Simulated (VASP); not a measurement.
# Na17F15 (a cell with a defect) in VASP: notebook, part 2 of 2

VASP 6.6.1. The steps go on from the part before.

**3. Single point, PBE**

Contents of INCAR:

```
PREC     = Accurate       # precision mode
ENCUT    = 520            # plane-wave cutoff, eV
EDIFF    = 1E-6           # SCF threshold, eV
ISMEAR   = 0              # smearing method
SIGMA    = 0.01           # smearing width, eV
LREAL    = Auto         
LASPH    = T              # aspherical terms in the spheres
NELM     = 100            # most SCF steps
ALGO     = Normal         # electronic algorithm
ISIF     = 2              # what is computed and relaxed
LWAVE    = F              # write WAVECAR
LCHARG   = T              # write CHGCAR
GGA      = PE             # functional
LELF     = T              # ELF
LVHAR    = T            
NBANDS   = 134            # bands
```

Contents of KPOINTS:

```
Automatic mesh
0
Gamma
  2 2 2
  0.5 0.5 0.5
```

Contents of POSCAR:

```
Na17F15
1.0
   -4.6999823628      4.6999823628      4.6999823628
    4.6999823628     -4.6999823628      4.6999823628
    4.6999823628      4.6999823628     -4.6999823628
Na F
17 15
Direct
    0.0000000000      0.2500000000      0.7500000000
    0.0000000000      0.5000000000      0.5000000000
    0.0000000000      0.7500000000      0.2500000000
    0.2500000000      0.0000000000      0.7500000000
    0.0000000000      0.0000000000      0.0000000000
    0.2500000000      0.2500000000      0.5000000000
    0.2237721472      0.4737721472      0.2500000000
    0.5000000000      0.7500000000      0.7500000000
    0.2237721472      0.7500000000     -0.0262278528
    0.5000000000      0.0262278528      0.5262278528
    0.5000000000      0.2500000000      0.2500000000
    0.7500000000      0.5000000000      0.7500000000
    0.5000000000      0.4737721472     -0.0262278528
    0.7762278528      0.7500000000      0.5262278528
    0.7762278528      0.0262278528      0.2500000000
    0.7500000000      0.2500000000      0.0000000000
    0.5000000000      0.7500000000      0.2500000000
    0.5000000000      0.0044034366     -0.0044034366
    0.5000000000      0.2500000000      0.7500000000
    0.7544034366      0.4955965634      0.2500000000
    0.5000000000      0.4955965634      0.5044034366
    0.7544034366      0.7500000000     -0.0044034366
    0.7544034366      0.0044034366      0.7588068732
    0.0000000000      0.2500000000      0.2500000000
    0.7544034366      0.2588068732      0.5044034366
   -0.0088068732      0.4955965634     -0.0044034366
    0.0000000000      0.7500000000      0.7500000000
    0.2455965634      0.0044034366      0.2500000000
    0.0088068732      0.0044034366      0.5044034366
    0.2455965634      0.2411931268     -0.0044034366
    0.2455965634      0.4955965634      0.7411931268
    0.2455965634      0.7500000000      0.5044034366
```

Potentials or basis: VASP PAW PBE potentials, release 64 (Na_pv, F).

The run is started by

```sh
cat potpaw_PBE.64/Na_pv/POTCAR potpaw_PBE.64/F/POTCAR > POTCAR
mpirun -np 1 vasp_std > vasp.out
```

OUTCAR:

```text
PREC = Accurate
   ENCUT = 520
   EDIFF = 1E-6
   ISMEAR = 0
   LREAL = Auto
   LASPH = T
   NELM = 100
   ISIF = 2
   GGA = PE

 ion  position               nearest neighbor table
   1  0.000  0.250  0.750-
   2  0.000  0.500  0.500-  20 2.31  25 2.31  31 2.31  32 2.31
   3  0.000  0.750  0.250-
   4  0.250  0.000  0.750-  18 2.31  29 2.31  30 2.31  32 2.31
   5  0.000  0.000  0.000-  22 2.31  23 2.31  28 2.31  30 2.31
   6  0.250  0.250  0.500-  21 2.31  28 2.31  29 2.31  31 2.31
   7  0.224  0.474  0.250-  24 2.10  17 2.60
   8  0.500  0.750  0.750-
   9  0.224  0.750  0.974-  27 2.10  17 2.60
  10  0.500  0.026  0.526-  19 2.10  17 2.60
  11  0.500  0.250  0.250-
  12  0.750  0.500  0.750-  21 2.31  22 2.31  25 2.31  26 2.31
  13  0.500  0.474  0.974-  19 2.10  17 2.60
  14  0.776  0.750  0.526-  27 2.10  17 2.60
  15  0.776  0.026  0.250-  24 2.10  17 2.60
  16  0.750  0.250  0.000-  18 2.31  20 2.31  23 2.31  26 2.31
  17  0.500  0.750  0.250-   7 2.60   9 2.60  10 2.60  13 2.60  14 2.60  15 2.60
  18  0.500  0.004  0.996-   4 2.31  16 2.31
[... 252 lines left out ...]
      6     -22.1479      2.00000
[... 116 lines left out ...]
    123       8.8123      0.00000
    124       8.8123      0.00000

 k-point     2 :      -0.2500    0.2500    0.2500
  band No.  band energies     occupation
      1     -22.4295      2.00000
      2     -22.4069      2.00000
      3     -22.4069      2.00000
      4     -22.2373      2.00000
      5     -22.1812      2.00000
      6     -22.0868      2.00000
[... 116 lines left out ...]
    123       9.1007      0.00000
    124       9.1007      0.00000
 [bands above 124 left out]

------------------------ aborting loop because EDIFF is reached ----------------------------------------

  FORCE on cell =-STRESS in cart. coord.  units (eV):
  Direction    XX          YY          ZZ          XY          YZ          ZX
  --------------------------------------------------------------------------------------
  -------------------------------------------------------------------------------------
  Total       10.7858841     10.7858841     10.7858841      0.0000000      0.0000000      0.0000000
  in kB       41.6119105     41.6119105     41.6119105      0.0000000      0.0000000      0.0000000
  external PRESSURE =      41.6119105 kB  Pullay stress =       0.0000000 kB

 VOLUME and BASIS-vectors are now :
 -----------------------------------------------------------------------------
  energy-cutoff  :      520.00
  volume of cell :      415.29
      direct lattice vectors                 reciprocal lattice vectors
    -4.699982363  4.699982363  4.699982363     0.000000000  0.106383378  0.106383378
     4.699982363 -4.699982363  4.699982363     0.106383378  0.000000000  0.106383378
     4.699982363  4.699982363 -4.699982363     0.106383378  0.106383378  0.000000000

 POSITION                                       TOTAL-FORCE (eV/Angst)
 -----------------------------------------------------------------------------------
      4.69998      2.34999     -2.34999         0.000000     -0.000000      0.000000
      4.69998      0.00000      0.00000        -0.000000     -0.000000      0.000000
      4.69998     -2.34999      2.34999        -0.000000     -0.000000      0.000000
      2.34999      4.69998     -2.34999         0.000000     -0.000000      0.000000
      0.00000      0.00000      0.00000        -0.000000     -0.000000      0.000000
      2.34999      2.34999      0.00000        -0.000000     -0.000000      0.000000
[... 24 lines left out ...]
      4.65859      2.30860      0.00000         0.004809      0.004809      0.000000
      4.74137      0.00000      2.30860        -0.004809     -0.000000      0.004809
 -----------------------------------------------------------------------------------
    total drift:                               -0.000000     -0.000000      0.000000

  FREE ENERGIE OF THE ION-ELECTRON SYSTEM (eV)
  ---------------------------------------------------
  free  energy   TOTEN  =      -127.0947233008 eV

  energy  without entropy=     -127.0947233008  energy(sigma->0) =     -127.09472330
```

OSZICAR:

```text
N       E                     dE             d eps       ncg     rms          rms(c)
DAV:   1     0.382553076603E+04    0.38255E+04   -0.10790E+05   544   0.216E+03
DAV:   2     0.622952939415E+03   -0.32026E+04   -0.30988E+04   568   0.649E+02
DAV:   3    -0.794918822152E+02   -0.70244E+03   -0.68072E+03   582   0.287E+02
DAV:   4    -0.139389889042E+03   -0.59898E+02   -0.59168E+02   600   0.811E+01
DAV:   5    -0.141097096243E+03   -0.17072E+01   -0.17002E+01   608   0.151E+01    0.208E+01
DAV:   6    -0.127216815216E+03    0.13880E+02   -0.51689E+01   840   0.233E+01    0.688E+00
DAV:   7    -0.127107004948E+03    0.10981E+00   -0.16786E+00   664   0.490E+00    0.413E+00
DAV:   8    -0.127071865682E+03    0.35139E-01   -0.36369E-01   776   0.451E+00    0.452E-01
DAV:   9    -0.127091105807E+03   -0.19240E-01   -0.12903E-01   704   0.148E+00    0.249E-01
DAV:  10    -0.127095295471E+03   -0.41897E-02   -0.20229E-02   592   0.699E-01    0.180E-01
DAV:  11    -0.127094922612E+03    0.37286E-03   -0.18494E-03   616   0.281E-01    0.965E-02
DAV:  12    -0.127094734717E+03    0.18790E-03   -0.13728E-03   672   0.235E-01    0.367E-02
DAV:  13    -0.127094725073E+03    0.96435E-05   -0.24646E-04   664   0.958E-02    0.120E-02
DAV:  14    -0.127094729930E+03   -0.48561E-05   -0.83840E-05   640   0.498E-02    0.181E-02
DAV:  15    -0.127094722402E+03    0.75273E-05   -0.26873E-05   584   0.354E-02    0.227E-03
DAV:  16    -0.127094723301E+03   -0.89851E-06   -0.47431E-06   504   0.151E-02
   1 F= -.12709472E+03 E0= -.12709472E+03  d E =-.310161E-63
```

stdout:

```text
POSCAR found type information on POSCAR NaF
 POSCAR found :  2 types and      32 ions
 scaLAPACK will be used
 LDA part: xc-table for (Slater+PW92), standard interpolation
 POSCAR, INCAR and KPOINTS ok, starting setup
 FFT: planning ... GRIDC
 FFT: planning ... GRID_SOFT
 FFT: planning ... GRID
 WAVECAR not read
 entering main loop
```

It took 3.1 min on 1 thread of Intel Xeon 6975P-C (Granite Rapids), shared host; peak memory 0.58 GiB.

Results:

| Property | Result |
| --- | --- |
| Free energy | -127.0947 eV |
| Pressure | 4.2 GPa |
| Largest force | 0.014 eV/Å |
| Band gap on the k mesh | 1.93 eV |

Forces on the atoms (eV/Å):
```
Na   0.000  0.000  0.000
Na   0.000  0.000  0.000
Na   0.000  0.000  0.000
Na   0.000  0.000  0.000
Na   0.000  0.000  0.000
Na   0.000  0.000  0.000
Na   0.000  0.000  0.014
Na   0.000  0.000  0.000
Na   0.000  0.014  0.000
Na  -0.014  0.000  0.000
Na   0.000  0.000  0.000
Na   0.000  0.000  0.000
Na   0.014  0.000  0.000
Na   0.000 -0.014  0.000
Na   0.000  0.000 -0.014
Na   0.000  0.000  0.000
Na   0.000  0.000  0.000
F    0.000  0.005 -0.005
F    0.000  0.000  0.000
F    0.005 -0.005  0.000
F    0.000 -0.005  0.005
F    0.005  0.000 -0.005
F   -0.005 -0.005  0.000
F    0.000  0.000  0.000
F   -0.005  0.000 -0.005
F    0.000  0.005  0.005
F    0.000  0.000  0.000
F   -0.005  0.005  0.000
F    0.000 -0.005 -0.005
F    0.005  0.000  0.005
F    0.005  0.005  0.000
F   -0.005  0.000  0.005
```

Levels at points of the mesh, in eV from the valence-band top:
| k point | band 110 | band 111 | band 112 | band 113 | band 114 | band 115 |
| --- | --- | --- | --- | --- | --- | --- |
| (0.25, 0.25, 0.25) | -5.33 | -5.33 | 0.00 | 2.16 | 2.16 | 2.16 |
